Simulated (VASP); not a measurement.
# RbBr (Fm-3m) in VASP: further runs, part 2 of 3

VASP 6.6.1. The steps go on from the part before.

### 3 Electric field gradients, PBEsol (41.07 Å³/atom)

This run uses another cell than the first one, of 41.07 Å³/atom.

The input, INCAR:

```
SYSTEM = RbBr
  ALGO = Normal
  EDIFF = 1E-8
  ENCUT = 520
  GGA = PS
  ISIF = 2
  ISMEAR = -1
  LASPH = .TRUE.
  LCHARG = .FALSE.
  LEFG = .TRUE.
  LREAL = .FALSE.
  LWAVE = .FALSE.
  NBANDS = 15
  NELM = 100
  PREC = Accurate
  SIGMA = 0.03
```

The input, KPOINTS:

```
k-points
0
G
  7 7 7
  0 0 0
```

The input, POSCAR:

```
RbBr
1.0
    0.0000000000      3.4501993370      3.4501993370
    3.4501993370      0.0000000000      3.4501993370
    3.4501993370      3.4501993370      0.0000000000
Rb Br
1 1
Direct
    0.0000000000      0.0000000000      0.0000000000
    0.5000000000      0.5000000000      0.5000000000
```

Potentials or basis: VASP PAW PBE potentials, release 64 (Rb_sv, Br).

Launch:

```console
> cat potpaw_PBE.64/Rb_sv/POTCAR potpaw_PBE.64/Br/POTCAR > POTCAR
> mpirun -np 1 vasp_std > vasp.out
```

OUTCAR:

```text
SYSTEM = RbBr
   EDIFF = 1E-8
   ENCUT = 520
   GGA = PS
   ISIF = 2
   ISMEAR = -1
   LASPH = .TRUE.
   LREAL = .FALSE.
   NELM = 100
   PREC = Accurate

 ion  position               nearest neighbor table
   1  0.000  0.000  0.000-   2 3.45   2 3.45   2 3.45   2 3.45   2 3.45   2 3.45
   2  0.500  0.500  0.500-   1 3.45   1 3.45   1 3.45   1 3.45   1 3.45   1 3.45

  LATTYP: Found a face centered cubic cell.
 ALAT       =     6.9003986740

  Lattice vectors:

 A1 = (   0.0000000000,   3.4501993370,   3.4501993370)
 A2 = (   3.4501993370,   0.0000000000,   3.4501993370)
 A3 = (   3.4501993370,   3.4501993370,   0.0000000000)

Analysis of symmetry for initial positions (statically):
=====================================================================
 Subroutine PRICEL returns:
 Original cell was already a primitive cell.

 Routine SETGRP: Setting up the symmetry group for a
 face centered cubic supercell.

[... 541 lines left out ...]
      direct lattice vectors                 reciprocal lattice vectors
     0.000000000  3.450199337  3.450199337    -0.144919163  0.144919163  0.144919163
     3.450199337  0.000000000  3.450199337     0.144919163 -0.144919163  0.144919163
     3.450199337  3.450199337  0.000000000     0.144919163  0.144919163 -0.144919163

 POSITION                                       TOTAL-FORCE (eV/Angst)
 -----------------------------------------------------------------------------------
      0.00000      0.00000      0.00000         0.000000      0.000000     -0.000000
      3.45020      3.45020      3.45020        -0.000000     -0.000000      0.000000
 -----------------------------------------------------------------------------------
    total drift:                                0.000000      0.000000      0.000000

  FREE ENERGIE OF THE ION-ELECTRON SYSTEM (eV)
  ---------------------------------------------------
  free  energy   TOTEN  =        -6.3538304382 eV

  energy  without entropy=       -6.3538304382  energy(sigma->0) =       -6.35383044

 Electric field gradients (V/A^2)
---------------------------------------------------------------------
 ion       V_xx      V_yy      V_zz      V_xy      V_xz      V_yz
---------------------------------------------------------------------
   1      -0.000     0.000     0.000    -0.000    -0.000    -0.000
   2      -0.000    -0.000     0.000    -0.000    -0.000    -0.000
---------------------------------------------------------------------

 Electric field gradients after diagonalization (V/A^2)
 (convention: |V_zz| > |V_xx| > |V_yy|)
----------------------------------------------------------------------
 ion       V_xx      V_yy      V_zz     asymmetry (V_yy - V_xx)/ V_zz
----------------------------------------------------------------------
   1       0.000     0.000    -0.000       0.000
   2       0.000     0.000    -0.001       0.000
----------------------------------------------------------------------

           NMR quadrupolar parameters

 Cq : quadrupolar parameter    Cq=e*Q*V_zz/h
 eta: asymmetry parameters     (V_yy - V_xx)/ V_zz
 Q  : nuclear electric quadrupole moment in mb (millibarn)
----------------------------------------------------------------------
 ion       Cq(MHz)       eta       Q (mb)
----------------------------------------------------------------------
   1      -0.000       0.000       1.000
   2      -0.000       0.000       1.000
----------------------------------------------------------------------
```

OSZICAR:

```text
N       E                     dE             d eps       ncg     rms          rms(c)
DAV:   1     0.850305075161E+02    0.85031E+02   -0.66048E+03   600   0.912E+02
DAV:   2    -0.184219333921E+00   -0.85215E+02   -0.76980E+02   823   0.163E+02
DAV:   3    -0.636991032875E+01   -0.61857E+01   -0.61382E+01   789   0.463E+01
DAV:   4    -0.656185110407E+01   -0.19194E+00   -0.19192E+00   849   0.729E+00
DAV:   5    -0.656334424046E+01   -0.14931E-02   -0.14931E-02   839   0.629E-01    0.267E+00
DAV:   6    -0.636015548472E+01    0.20319E+00   -0.24186E-01   754   0.228E+00    0.173E+00
DAV:   7    -0.634296474788E+01    0.17191E-01   -0.10407E-01   803   0.159E+00    0.899E-01
DAV:   8    -0.635314392524E+01   -0.10179E-01   -0.12555E-02   665   0.646E-01    0.110E-01
DAV:   9    -0.635342877289E+01   -0.28485E-03   -0.56470E-04   839   0.119E-01    0.603E-02
DAV:  10    -0.635382000718E+01   -0.39123E-03   -0.50549E-04   649   0.117E-01    0.193E-02
DAV:  11    -0.635382391096E+01   -0.39038E-05   -0.23392E-05   819   0.254E-02    0.862E-03
DAV:  12    -0.635383019156E+01   -0.62806E-05   -0.98852E-06   649   0.167E-02    0.165E-03
DAV:  13    -0.635383044939E+01   -0.25784E-06   -0.45256E-07   825   0.354E-03    0.225E-03
DAV:  14    -0.635383043407E+01    0.15321E-07   -0.19401E-07   663   0.223E-03    0.105E-03
DAV:  15    -0.635383043819E+01   -0.41171E-08   -0.16244E-08   754   0.649E-04
   1 F= -.63538304E+01 E0= -.63538304E+01  d E =-.689414E-11
```

stdout:

```text
POSCAR found type information on POSCAR RbBr
 POSCAR found :  2 types and       2 ions
 scaLAPACK will be used
 -----------------------------------------------------------------------------
|                                                                             |
|                                                                             |
|     You enforced a specific xc type in the INCAR file but a different       |
|     I HOPE YOU KNOW WHAT YOU ARE DOING!                                     |
|                                                                             |
 -----------------------------------------------------------------------------

 LDA part: xc-table for (Slater+PW92), standard interpolation
 POSCAR, INCAR and KPOINTS ok, starting setup
 FFT: planning ... GRIDC
 FFT: planning ... GRID_SOFT
 FFT: planning ... GRID
 WAVECAR not read
 entering main loop
ion   1

ion   2
```

Run time: 33 s. Hardware: 1 thread of Intel Xeon 8259CL, shared host; peak memory 0.21 GiB.

What came out:

```yaml
Free_energy: -6.3538 eV
Pressure: -0.3 GPa
Band_gap_on_the_k_mesh: 4.17 eV
Largest_electric_field_gradient_by_atom: zero within the noise of the run
```

Levels at points of the mesh, in eV from the valence-band top:
```tsv
k point	band 5	band 6	band 7	band 8	band 9	band 10	band 11	band 12
(0.00, 0.00, 0.00)	-8.48	0.00	0.00	0.00	4.17	7.20	7.20	7.20
```

Caveat: the PAW data sets were made with another functional, which shifts forces and pressure a little; an odd mesh through Γ misses points on the zone boundary, where band edges can lie.

### 4 Electric field gradients, PBEsol (41.88 Å³/atom)

This run uses another cell than the first one, of 41.88 Å³/atom.

The input, INCAR:

```
PREC = Accurate ; ENCUT = 520
EDIFF = 1E-8 ; ISMEAR = -1
SIGMA = 0.03 ; LREAL = False
LASPH = True ; NELM = 80
ALGO = Normal ; ISIF = 2
LWAVE = False ; LCHARG = False
GGA = PS ; LEFG = True
NBANDS = 15
```

The input, KPOINTS:

```
Automatic mesh
0
Gamma
  7 7 7
```

The input, POSCAR:

```
RbBr
1.0
    0.0000000000      3.4726038566      3.4726038566
    3.4726038566      0.0000000000      3.4726038566
    3.4726038566      3.4726038566      0.0000000000
Rb Br
1 1
Direct
    0.0000000000      0.0000000000      0.0000000000
    0.5000000000      0.5000000000      0.5000000000
```

Potentials or basis: VASP PAW PBE potentials, release 64 (Rb_sv, Br).

Launch:

```console
> cat potpaw_PBE.64/Rb_sv/POTCAR potpaw_PBE.64/Br/POTCAR > POTCAR
> mpirun -np 1 vasp_std > vasp.out
```

OUTCAR:

```text
PREC = Accurate
   ENCUT = 520
   EDIFF = 1E-8
   ISMEAR = -1
   LREAL = False
   LASPH = True
   NELM = 80
   ISIF = 2
   GGA = PS

 ion  position               nearest neighbor table
   1  0.000  0.000  0.000-   2 3.47   2 3.47   2 3.47   2 3.47   2 3.47   2 3.47
   2  0.500  0.500  0.500-   1 3.47   1 3.47   1 3.47   1 3.47   1 3.47   1 3.47

  LATTYP: Found a face centered cubic cell.
 ALAT       =     6.9452077132

  Lattice vectors:

 A1 = (   0.0000000000,   3.4726038566,   3.4726038566)
 A2 = (   3.4726038566,   0.0000000000,   3.4726038566)
 A3 = (   3.4726038566,   3.4726038566,   0.0000000000)

Analysis of symmetry for initial positions (statically):
=====================================================================
 Subroutine PRICEL returns:
 Original cell was already a primitive cell.

 Routine SETGRP: Setting up the symmetry group for a
 face centered cubic supercell.

 Subroutine GETGRP returns: Found 48 space group operations
 (whereof 48 operations were pure point group operations)
 out of a pool of 48 trial point group operations.

The static configuration has the point symmetry O_h .

Analysis of symmetry for dynamics (positions and initial velocities):
=====================================================================
 Subroutine PRICEL returns:
 Original cell was already a primitive cell.

 Routine SETGRP: Setting up the symmetry group for a
 face centered cubic supercell.

 Subroutine GETGRP returns: Found 48 space group operations
 (whereof 48 operations were pure point group operations)
 out of a pool of 48 trial point group operations.

The dynamic configuration has the point symmetry O_h .

 Subroutine INISYM returns: Found 48 space group operations
 (whereof 48 operations are pure point group operations),
 and found     1 'primitive' translations

----------------------------------------------------------------------------------------

                                     Primitive cell

  volume of cell :      83.7521

  direct lattice vectors                    reciprocal lattice vectors
     0.000000000  3.472603857  3.472603857    -0.143984175  0.143984175  0.143984175
     3.472603857  0.000000000  3.472603857     0.143984175 -0.143984175  0.143984175
     3.472603857  3.472603857  0.000000000     0.143984175  0.143984175 -0.143984175

  length of vectors
     4.911003471  4.911003471  4.911003471     0.249387906  0.249387906  0.249387906

  position of ions in fractional coordinates (direct lattice)
     0.000000000  0.000000000  0.000000000
     0.500000000  0.500000000  0.500000000

  ion indices of the primitive-cell ions
   primitive index   ion index
                 1           1
                 2           2

----------------------------------------------------------------------------------------

 KPOINTS: Automatic mesh

[... 78 lines left out ...]
   EFERMI_NEDOS =   21; number of points for ismear=-14 and -15
   IALGO  =     38    algorithm
   IMIX   =      4    mixing-type and parameters
     AMIX     =   0.40;   BMIX     =  1.00
     AMIX_MAG =   1.60;   BMIX_MAG =  1.00
  volume/ion in A,a.u.               =      41.88       282.59
  Fermi-wavevector in a.u.,A,eV,Ry     =   0.942865  1.781757 12.095507  0.888995
  Thomas-Fermi vector in A             =   2.070516
   LORBIT       =      0    0 simple, 1 ext, 2 COOP (PROOUT), +10 PAW based schemes
   GGA     = PS    functional components
   LHFCALC =     F    Hartree Fock is set to
   AEXX    =    0.0000 exact exchange contribution
   IVDW    =     0    specifies the selected vdW correction
   LEPSILON=     F    determine dielectric tensor
   LRPA    =     F    only Hartree local field effects (RPA)
 non-spin polarized calculation
  energy-cutoff  :      520.00
  volume of cell :       83.75
 maximum number of plane-waves:      2281
 NGX is ok and might be reduce to    40
   NGX = 19   NGY = 19   NGZ = 19

 number of electron      15.9999998 magnetization

 Free energy of the ion-electron system (eV)
  ---------------------------------------------------
  ext. energy  EPLUGINS =         0.00000000
  ---------------------------------------------------
  free energy    TOTEN  =        -6.34982900 eV

  energy without entropy =       -6.34982900  energy(sigma->0) =       -6.34982900

 E-fermi :  -1.2710     XC(G=0):  -7.2407

 val. band max:       -1.9881613733   @ k =   0.0000   0.0000   0.0000
 cond. band min:       2.1367012534   @ k =   0.0000   0.0000   0.0000
 fundamental gap:      4.1248626268
 Fermi energy:        -1.2709795663

 k-point     1 :       0.0000    0.0000    0.0000
  band No.  band energies     occupation
      1     -26.4282      2.00000
      2     -14.1424      2.00000
      3     -10.5118      2.00000
      4     -10.5118      2.00000
      5     -10.5118      2.00000
      6      -1.9882      2.00000
      7      -1.9882      2.00000
      8      -1.9882      2.00000
      9       2.1367      0.00000
     10       5.2063      0.00000
     11       5.2063      0.00000
     12       5.2063      0.00000
     13       6.0667      0.00000
     14       6.0667      0.00000
[... 329 lines left out ...]
      2     -14.1207      2.00000
      3     -10.6304      2.00000
      4     -10.5957      2.00000
      5     -10.5033      2.00000
      6      -2.5031      2.00000
      7      -2.3586      2.00000
      8      -2.2923      2.00000
      9       4.6615      0.00000
     10       5.3203      0.00000
     11       6.0746      0.00000
     12       6.4476      0.00000
     13       8.2302      0.00000
     14       8.3569      0.00000
     15       9.0881      0.00000

------------------------ aborting loop because EDIFF is reached ----------------------------------------

  FORCE on cell =-STRESS in cart. coord.  units (eV):
  Direction    XX          YY          ZZ          XY          YZ          ZX
  --------------------------------------------------------------------------------------
  -------------------------------------------------------------------------------------
  Total       -0.2688527     -0.2688527     -0.2688527     -0.0000000      0.0000000     -0.0000000
  in kB       -5.1431510     -5.1431510     -5.1431510     -0.0000000      0.0000000     -0.0000000
  external PRESSURE =      -5.1431510 kB  Pullay stress =       0.0000000 kB

 VOLUME and BASIS-vectors are now :
 -----------------------------------------------------------------------------
  energy-cutoff  :      520.00
  volume of cell :       83.75
      direct lattice vectors                 reciprocal lattice vectors
     0.000000000  3.472603857  3.472603857    -0.143984175  0.143984175  0.143984175
     3.472603857  0.000000000  3.472603857     0.143984175 -0.143984175  0.143984175
     3.472603857  3.472603857  0.000000000     0.143984175  0.143984175 -0.143984175

 POSITION                                       TOTAL-FORCE (eV/Angst)
 -----------------------------------------------------------------------------------
      0.00000      0.00000      0.00000        -0.000000     -0.000000     -0.000000
      3.47260      3.47260      3.47260         0.000000      0.000000      0.000000
 -----------------------------------------------------------------------------------
    total drift:                                0.000000     -0.000000     -0.000000

  FREE ENERGIE OF THE ION-ELECTRON SYSTEM (eV)
  ---------------------------------------------------
  free  energy   TOTEN  =        -6.3498290012 eV

  energy  without entropy=       -6.3498290012  energy(sigma->0) =       -6.34982900

 Electric field gradients (V/A^2)
---------------------------------------------------------------------
 ion       V_xx      V_yy      V_zz      V_xy      V_xz      V_yz
---------------------------------------------------------------------
   1       0.000     0.000     0.000     0.000     0.000     0.000
   2       0.000     0.000     0.000    -0.001    -0.001    -0.001
---------------------------------------------------------------------

 Electric field gradients after diagonalization (V/A^2)
 (convention: |V_zz| > |V_xx| > |V_yy|)
----------------------------------------------------------------------
 ion       V_xx      V_yy      V_zz     asymmetry (V_yy - V_xx)/ V_zz
----------------------------------------------------------------------
   1      -0.000    -0.000     0.000       0.000
   2       0.001     0.001    -0.001       0.000
----------------------------------------------------------------------

           NMR quadrupolar parameters

 Cq : quadrupolar parameter    Cq=e*Q*V_zz/h
 eta: asymmetry parameters     (V_yy - V_xx)/ V_zz
 Q  : nuclear electric quadrupole moment in mb (millibarn)
----------------------------------------------------------------------
 ion       Cq(MHz)       eta       Q (mb)
----------------------------------------------------------------------
   1       0.000       0.000       1.000
   2      -0.000       0.000       1.000
----------------------------------------------------------------------
```

OSZICAR:

```text
N       E                     dE             d eps       ncg     rms          rms(c)
DAV:   1     0.834446588298E+02    0.83445E+02   -0.65838E+03   600   0.907E+02
DAV:   2    -0.387761645679E-01   -0.83483E+02   -0.77106E+02   837   0.160E+02
DAV:   3    -0.638250330458E+01   -0.63437E+01   -0.63076E+01   796   0.456E+01
DAV:   4    -0.656008528774E+01   -0.17758E+00   -0.17756E+00   847   0.740E+00
DAV:   5    -0.656411440398E+01   -0.40291E-02   -0.40291E-02   847   0.786E-01    0.258E+00
DAV:   6    -0.635638933958E+01    0.20773E+00   -0.24732E-01   768   0.229E+00    0.167E+00
DAV:   7    -0.633851879603E+01    0.17871E-01   -0.10472E-01   803   0.158E+00    0.877E-01
DAV:   8    -0.634910118498E+01   -0.10582E-01   -0.13093E-02   666   0.655E-01    0.112E-01
DAV:   9    -0.634941104954E+01   -0.30986E-03   -0.60690E-04   803   0.122E-01    0.609E-02
DAV:  10    -0.634981713940E+01   -0.40609E-03   -0.51500E-04   642   0.119E-01    0.189E-02
DAV:  11    -0.634982196454E+01   -0.48251E-05   -0.24622E-05   821   0.262E-02    0.916E-03
DAV:  12    -0.634982873324E+01   -0.67687E-05   -0.10822E-05   635   0.170E-02    0.161E-03
DAV:  13    -0.634982901111E+01   -0.27787E-06   -0.47335E-07   831   0.367E-03    0.228E-03
DAV:  14    -0.634982899613E+01    0.14976E-07   -0.19265E-07   649   0.225E-03    0.950E-04
DAV:  15    -0.634982900122E+01   -0.50848E-08   -0.13055E-08   782   0.571E-04
   1 F= -.63498290E+01 E0= -.63498290E+01  d E =-.179982E-11
```

stdout:

```text
POSCAR found type information on POSCAR RbBr
 POSCAR found :  2 types and       2 ions
 scaLAPACK will be used
 -----------------------------------------------------------------------------
|                                                                             |
|                                                                             |
|     You enforced a specific xc type in the INCAR file but a different       |
|     I HOPE YOU KNOW WHAT YOU ARE DOING!                                     |
|                                                                             |
 -----------------------------------------------------------------------------

 LDA part: xc-table for (Slater+PW92), standard interpolation
 POSCAR, INCAR and KPOINTS ok, starting setup
 FFT: planning ... GRIDC
 FFT: planning ... GRID_SOFT
 FFT: planning ... GRID
 WAVECAR not read
 entering main loop
ion   1

ion   2
```

Wall time 51 s (1 thread of Intel Xeon 8259CL, shared host); peak memory 0.24 GiB.

What came out:

| Quantity | Value |
| --- | --- |
| Free energy | -6.3498 eV |
| Pressure | -0.5 GPa |
| Band gap on the k mesh | 4.12 eV |
| Largest electric field gradient by atom | zero within the noise of the run |

Caveat: the PAW data sets were made with another functional, which shifts forces and pressure a little; an odd mesh through Γ misses points on the zone boundary, where band edges can lie.

[end of part 2 of 3]
